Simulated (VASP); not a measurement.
# SrCd: single point with LDA

The system is SrCd.

```xyz
2
Lattice="4.4533 0.0000 0.0000 0.0000 3.5527 0.0000 0.0000 0.0000 4.0030" Properties=species:S:1:pos:R:3 pbc="T T T"
Sr    2.2267    1.7763    2.0015
Cd    0.0000    0.0000    0.0000
```

This cell differs from its parent crystal: strain +0.1125 x Voigt [1, -1, 0, 0, 0, 0].

- Program: VASP 6.6.1
- Task: single point
- Functional: LDA
- Potentials or basis: VASP PAW LDA potentials, release 64 (Sr_sv, Cd)
- Cutoff: 500 eV
- k mesh: 12 × 12 × 12
- Occupations: gaussian, width 0.15 eV
- Spin: no spin polarisation

- Pressure: -1.7 GPa
- Band gap on the k mesh: zero (bands 11 and 12 overlap by 1.93 eV)

Stress tensor (GPa, compression positive):
```
-4.03  0.00  0.00
 0.00  1.22  0.00
 0.00  0.00 -2.43
```

Levels at points of the mesh, in eV from the Fermi level:
```csv
k point,band 9,band 10,band 11,band 12,band 13,band 14
"(0.00, 0.00, 0.00)",-8.38,-5.89,0.92,1.22,2.37,3.94
"(0.50, 0.00, 0.00)",-8.37,-4.22,-2.72,1.31,2.08,3.80
"(0.00, 0.50, 0.00)",-8.32,-2.83,-2.08,1.03,2.02,2.16
"(0.50, 0.50, 0.00)",-8.29,-2.97,-0.23,0.50,1.20,3.20
"(0.00, 0.00, 0.50)",-8.41,-3.70,-2.45,0.91,1.39,3.79
"(0.50, 0.00, 0.50)",-8.38,-3.69,-0.43,-0.16,0.47,4.63
"(0.00, 0.50, 0.50)",-8.24,-2.56,0.19,0.64,1.74,2.72
"(0.50, 0.50, 0.50)",-8.23,-0.88,-0.73,-0.64,-0.57,4.75
```

Run time: 5.3 min on 1 thread of Intel(R) Xeon(R) Platinum 8488C (Sapphire Rapids), with other jobs on the host, peak memory 0.46 GiB.

Caveat: the cell differs from its parent crystal (strain +0.1125 x Voigt [1, -1, 0, 0, 0, 0]); the stress differs along the axes, from -4 to 1 GPa.
